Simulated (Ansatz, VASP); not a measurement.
AlCo: VASP beside Ansatz

Contents of INCAR:

```
PREC     = Accurate       # precision mode
ENCUT    = 520            # plane-wave cutoff, eV
EDIFF    = 1E-6           # SCF threshold, eV
ISMEAR   = -1             # smearing method
SIGMA    = 0.08           # smearing width, eV
LREAL    = F              # projectors in reciprocal space
LASPH    = T              # aspherical terms in the spheres
NELM     = 60             # most SCF steps
ALGO     = Normal         # electronic algorithm
ISIF     = 2              # what is computed and relaxed
LWAVE    = F              # write WAVECAR
LCHARG   = T              # write CHGCAR
GGA      = PE             # functional
LELF     = T              # ELF
LVHAR    = T            
NBANDS   = 13             # bands
```

Contents of KPOINTS:

```
Automatic mesh
0
Gamma
  14 14 14
```

Contents of POSCAR:

```
AlCo
1.0
    2.4581047942      0.0000000000      0.0000000000
    0.0000000000      2.4581047942      0.0000000000
    0.0000000000      0.0000000000      2.4581047942
Co Al
1 1
Direct
    0.0000000000      0.0000000000      0.0000000000
    0.5000000000      0.5000000000      0.5000000000
```

Input for Ansatz:

```yaml
crystal:
  lattice:
    - [2.4581047942, 0.0, 0.0]
    - [0.0, 2.4581047942, 0.0]
    - [0.0, 0.0, 2.4581047942]
  atoms:
    - { symbol: Co, position: [0.0, 0.0, 0.0] }
    - { symbol: Al, position: [0.5, 0.5, 0.5] }
kpoints:
  mp_grid: { grid: [14, 14, 14] }
  band_path:
    path:
      - [0.0, 0.0, 0.0]
      - [0.0, 0.5, 0.0]
      - [0.5, 0.5, 0.0]
      - [0.0, 0.0, 0.0]
      - [0.5, 0.5, 0.5]
      - [0.0, 0.5, 0.0]
      - [0.5, 0.5, 0.5]
      - [0.5, 0.5, 0.0]
    npoints: 8
scf:
  occupations: { method: fermi_dirac, width: 0.08 }
hamiltonian:
  xc: pbe
  pseudopotentials: { kind: all_electron, lapw: { basis_error: 0.001 } }
output:
  forces: true
  stress: true
  eigenvalues: true
  populations: true
  dos: { projected: true, de: 0.2, e_range: [-14, 8] }
```

Change from the starting cell: volume scaled by 0.64, LAPW.

Alike in both runs: task single point; functional PBE; k mesh 14 × 14 × 14; occupations fermi-dirac, width 0.08 eV; no spin polarisation.

|  | VASP | Ansatz |
| --- | --- | --- |
| version | VASP 6.6.1 | Ansatz 0.2.0 |
| potentials or method | VASP PAW PBE potentials, release 64 (Co, Al), cutoff 520 eV | all-electron LAPW, scalar-relativistic |

|  | VASP | Ansatz | Ansatz less VASP |
| --- | --- | --- | --- |
| pressure (GPa) | 205.4 | 203.9 | -1.47 |

Both programs put the cell under a high pressure, so it lies far from rest at this level. Ansatz ran all-electron here, and VASP with PAW potentials.

Noted on VASP's run: the cell as given lies far from equilibrium.
